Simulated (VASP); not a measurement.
A run of VASP 6.6.1 is set up as follows.

File INCAR:

```
SYSTEM = HC64
ALGO = Normal
EDIFF = 1E-6
ENCUT = 520
GGA = PS
GGA_COMPAT = .False.
ISIF = 2
ISMEAR = -1
ISPIN = 2
ISYM = -1
LASPH = .True.
LCHARG = .False.
LORBIT = 11
LREAL = Auto
LWAVE = .False.
MAGMOM = 0 0 0 0 0 0 0 0.091 0 0 0 0 0 0 0 0 0 0.091 0 0 0 0 0 0 0.091 0.091 0 0 0 0 0 0 0 0 0.091 0 0 0 0 0 0.091 0 0.091 0 0 0 0 0 0 0 0 0 0.091 0 0 0 0.091 0 0 0 0.091 0 0 0 0.091
NBANDS = 170
NELM = 200
PREC = Accurate
SIGMA = 0.05
```

Contents of KPOINTS:

```
explicit points
1
Reciprocal
  0.25000000   0.25000000   0.25000000 1
```

Contents of POSCAR:

```
HC64
1.0
    7.1076060000      0.0000000000      0.0000000000
    0.0000000000      7.1076060000      0.0000000000
    0.0000000000      0.0000000000      7.1076060000
C H
64 1
Direct
    0.9995710000      0.9999860000      0.0004000000
    0.9993020000      0.9997220000      0.5004750000
    0.9992970000      0.5000360000      0.0001450000
    0.9984140000      0.5002340000      0.5006850000
    0.4996510000      0.9997000000      0.0001400000
    0.4998280000      0.9988400000      0.5006770000
    0.4998450000      0.5002530000      0.9992510000
    0.5001360000      0.5005070000      0.5009960000
    0.1248510000      0.1252490000      0.1257110000
    0.1235120000      0.1238930000      0.6273440000
    0.1235020000      0.6269160000      0.1243270000
    0.1246330000      0.6252170000      0.6256470000
    0.6265200000      0.1239070000      0.1243690000
    0.6247760000      0.1250700000      0.6256390000
    0.6248030000      0.6251930000      0.1254830000
    0.6258050000      0.6262030000      0.6266420000
    0.2493160000      0.2497180000      0.9996730000
    0.2490230000      0.2494280000      0.5011470000
    0.2493180000      0.7502690000      0.0001840000
    0.2491600000      0.7509520000      0.5005370000
    0.7498310000      0.2497270000      0.0001730000
    0.7505020000      0.2495680000      0.5005360000
    0.7495330000      0.7499420000      0.0003420000
    0.7497490000      0.7501560000      0.5003210000
    0.3749610000      0.3753140000      0.1218320000
    0.3746110000      0.3750100000      0.6296080000
    0.3748030000      0.8752550000      0.1251940000
    0.3747200000      0.8751970000      0.6260180000
    0.8748400000      0.3752140000      0.1252120000
    0.8747530000      0.3751240000      0.6260270000
    0.8747770000      0.8751790000      0.1256730000
    0.8747010000      0.8751360000      0.6254460000
    0.2493200000      0.9992320000      0.2501920000
    0.2493110000      0.9997500000      0.7506710000
    0.2490700000      0.5006500000      0.2499150000
    0.2491610000      0.5000890000      0.7513750000
    0.7498680000      0.9997350000      0.2501600000
    0.7495170000      0.9999180000      0.7503570000
    0.7505230000      0.5000950000      0.2500220000
    0.7497530000      0.4998920000      0.7505830000
    0.3749720000      0.1214640000      0.3757750000
    0.3747830000      0.1247450000      0.8756780000
    0.3746350000      0.6292290000      0.3754740000
    0.3747160000      0.6255680000      0.8756090000
    0.8748510000      0.1247370000      0.3756520000
    0.8747660000      0.1252550000      0.8756270000
    0.8747660000      0.6255820000      0.3755700000
    0.8747120000      0.6250070000      0.8755540000
    0.9987910000      0.2497190000      0.2501750000
    0.9993410000      0.2497150000      0.7506940000
    0.9993550000      0.7502370000      0.2501560000
    0.9994730000      0.7499370000      0.7503850000
    0.5003550000      0.2493380000      0.2498140000
    0.4996550000      0.2495650000      0.7513580000
    0.4996990000      0.7509510000      0.2500240000
    0.4994990000      0.7501490000      0.7505860000
    0.1209530000      0.3753210000      0.3758550000
    0.1243200000      0.3752060000      0.8756860000
    0.1243290000      0.8752730000      0.3756470000
    0.1248160000      0.8751790000      0.8756030000
    0.6287530000      0.3750010000      0.3754800000
    0.6251610000      0.3751430000      0.8756090000
    0.6251630000      0.8751870000      0.3755760000
    0.6246020000      0.8751490000      0.8755650000
    0.3736440000      0.3746240000      0.3744550000
```

Potentials or basis: VASP PAW PBE potentials, release 64 (C, H).

The run is started by

```sh
$ cat potpaw_PBE.64/C/POTCAR potpaw_PBE.64/H/POTCAR > POTCAR
$ mpirun -np 1 vasp_std > vasp.out
```

Q: Estimate the largest force.

A: 0.032 eV/Å.

Q: What does it give for the site moments?

A: C +0.00, -0.01, +0.01, +0.03, -0.00, +0.02 (each value once); H +0.29 μB.

Q: Estimate the pressure.

A: 4.5 GPa.

Q: Predict the band gap on the k mesh.

A: 1.15 eV.

Stress tensor (GPa, compression positive):
```
 4.46 -2.77 -2.76
-2.77  4.46 -2.75
-2.76 -2.75  4.47
```

Caveat: the PAW data sets were made with another functional, which shifts forces and pressure a little.
